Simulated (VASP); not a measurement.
Here is a VASP 6.6.1 calculation.

POSCAR

```
Si
1.0
    4.0445961451      0.0000000000      0.0000000000
   -2.0222980726      3.5027230097      0.0000000000
    0.0000000000      0.0000000000      5.6823700921
Si
4
Direct
    0.3333333333      0.6666666667      0.0630095000
    0.6666666667      0.3333333333      0.5630095000
    0.3333333333      0.6666666667      0.4369905000
    0.6666666667      0.3333333333      0.9369905000
```

Contents of INCAR.step1:

```
SYSTEM = Si
  ALGO = Normal
  EDIFF = 1E-4
  ENCUT = 520
  GGA = PE
  ISMEAR = 0
  LASPH = .TRUE.
  LCHARG = .FALSE.
  LREAL = .FALSE.
  LWAVE = .TRUE.
  NBANDS = 16
  NELM = 60
  PREC = Accurate
  SIGMA = 0.05
```

The input INCAR.step2:

```
SYSTEM = Si
  ALGO = Normal
  EDIFF = 1E-6
  ENCUT = 520
  ISIF = 2
  ISMEAR = 0
  ISTART = 1
  LASPH = .TRUE.
  LCHARG = .FALSE.
  LMIXTAU = .TRUE.
  LREAL = .FALSE.
  LWAVE = .FALSE.
  METAGGA = R2SCAN
  NBANDS = 16
  NELM = 60
  PREC = Accurate
  SIGMA = 0.05
```

KPOINTS

```
k-points
0
G
  12 12 6
  0 0 0
```

Potentials or basis: VASP PAW PBE potentials, release 64 (Si).

The run is started by

```sh
$ cat potpaw_PBE.64/Si/POTCAR > POTCAR
$ cp INCAR.step1 INCAR
$ mpirun -np 1 vasp_std > vasp.out
$ cp INCAR.step2 INCAR
$ mpirun -np 1 vasp_std > vasp.out
```

Task: What does it give for the pressure?

Result: 4.3 GPa.

Task: Predict the largest force.

Result: 2.789 eV/Å.

Task: Predict the band gap on the k mesh.

Result: Zero (bands 8 and 9 overlap by 0.42 eV).

Forces in eV/Å, atoms in the order of the input:
```
Si   0.000  0.000 -2.789
Si   0.000  0.000 -2.789
Si   0.000  0.000  2.789
Si   0.000  0.000  2.789
```

Caveat: the cell stands under pressure; semilocal functionals underestimate gaps, so a narrow gap can read as zero; the PAW data sets were made with another functional, which shifts forces and pressure a little.
